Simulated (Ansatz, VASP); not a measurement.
Sn in VASP and in Ansatz

The input INCAR:

```
PREC = Accurate
ENCUT = 520
EDIFF = 1E-7
ISMEAR = -1
SIGMA = 0.05
LREAL = False
LASPH = True
NELM = 60
ALGO = Normal
ISIF = 2
LWAVE = False
LCHARG = False
GGA = PE
NBANDS = 21
```

File KPOINTS:

```
Automatic mesh
0
Gamma
  15 15 15
```

File POSCAR:

```
Sn
1.0
   -2.9383825000      2.9224760000      1.5906500000
    2.9224760000     -2.9383825000      1.5906500000
    2.9092240000      2.9092240000     -1.6198085000
Sn
2
Direct
    0.0000000000      0.0000000000      0.0000000000
    0.7500000000      0.2500000000      0.5000000000
```

Input for Ansatz:

```yaml
crystal:
  lattice:
    - [-2.9383825, 2.922476, 1.59065]
    - [2.922476, -2.9383825, 1.59065]
    - [2.909224, 2.909224, -1.6198085]
  atoms:
    - { symbol: Sn, position: [0.0, 0.0, 0.0] }
    - { symbol: Sn, position: [0.75, 0.25, 0.5] }
kpoints:
  mp_grid: { grid: [15, 15, 15] }
  band_path:
    path:
      - [0.0, 0.0, 0.0]
      - [0.5, -0.5, 0.0]
      - [0.5, -0.5, 0.5]
      - [0.0, 0.0, 0.5]
      - [0.0, 0.0, 0.0]
      - [0.5, 0.0, 0.0]
      - [0.0, 0.0, 0.0]
      - [0.5, 0.0, -0.5]
    npoints: 5
scf:
  occupations: { method: fermi_dirac, width: 0.05 }
hamiltonian:
  xc: pbe
  pseudopotentials: { kind: all_electron, lapw: { basis_error: 0.0005 } }
output:
  forces: true
  stress: true
  eigenvalues: true
```

Change from the starting cell: equal xy, yz and zx shear strains of -1 %.

Alike in both runs: task single point; functional PBE; k mesh 15 × 15 × 15; occupations fermi-dirac, width 0.05 eV; no spin polarisation.

|  | VASP | Ansatz |
| --- | --- | --- |
| version | VASP 6.6.1 | Ansatz 0.2.0 |
| potentials or method | VASP PAW PBE potentials, release 64 (Sn_d), cutoff 520 eV | all-electron LAPW, scalar-relativistic |

```csv
,VASP,Ansatz,Ansatz less VASP
pressure (GPa),2.6,2.7,+0.06
"traceless stress, the component that is largest in VASP (GPa)",-0.68,-0.68,+0.001
rms of the force components (eV/Å),0.019,0.019,0.0000
```

Atom by atom the forces differ by 0.000 eV/Å (rms over components). Ansatz ran all-electron here, and VASP with PAW potentials.
